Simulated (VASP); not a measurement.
A run of VASP 6.6.1 is set up as follows.

Contents of INCAR:

```
SYSTEM = HoSiI4
  ALGO = Normal
  EDIFF = 1E-7
  EDIFFG = -0.08
  ENCUT = 500
  GGA = PE
  GGA_COMPAT = .FALSE.
  IBRION = 2
  ISIF = 3
  ISMEAR = 0
  LASPH = .TRUE.
  LCHARG = .FALSE.
  LMAXMIX = 6
  LREAL = .FALSE.
  LWAVE = .FALSE.
  NELM = 200
  NELMIN = 4
  NSW = 36
  PREC = Accurate
  SIGMA = 0.2
```

Contents of KPOINTS:

```
k-points
0
G
  3 3 2
  0 0 0
```

The input POSCAR:

```
HoSiI4
1.0
    4.4010197500     -3.1964226700      0.0000000000
    4.4010197500      3.1964226700      0.0000000000
   -0.9335995200      0.0000000000      7.6322939900
Ho Si I
1 1 4
Direct
    0.5000000000      0.5000000000      0.0000000000
    0.0000000000      0.0000000000      0.0000000000
    0.0000000000      0.5000000000      0.0000000000
    0.5000000000      0.0000000000      0.0000000000
    0.5000000000      0.5000000000      0.5000000000
    0.0000000000      0.0000000000      0.5000000000
```

Potentials or basis: VASP PAW PBE potentials, release 64 (Ho_3, Si, I), 4f in core.

Launch:

```console
$ cat potpaw_PBE.64/Ho_3/POTCAR potpaw_PBE.64/Si/POTCAR potpaw_PBE.64/I/POTCAR > POTCAR
$ mpirun -np 1 vasp_std > vasp.out
```

(1) Estimate the relaxed cell.

(2) Estimate the relaxed volume.

Results:

(1) a = 6.114 Å, b = 6.114 Å, c = 5.981 Å, α = 88.47°, β = 88.47°, γ = 87.19°.

(2) 37.19 Å³/atom.

Caveat: the k points lie up to 0.53 Å⁻¹ apart in the final cell, too coarse for converged energies and pressures of a metal; a cell axis changed by over 15 % at a fixed basis, so the end point is rough; an odd number of electrons without spin polarisation forces a metal; a magnetic or distorted state may lie lower; the run has no spin polarisation, though such a crystal can be magnetic.
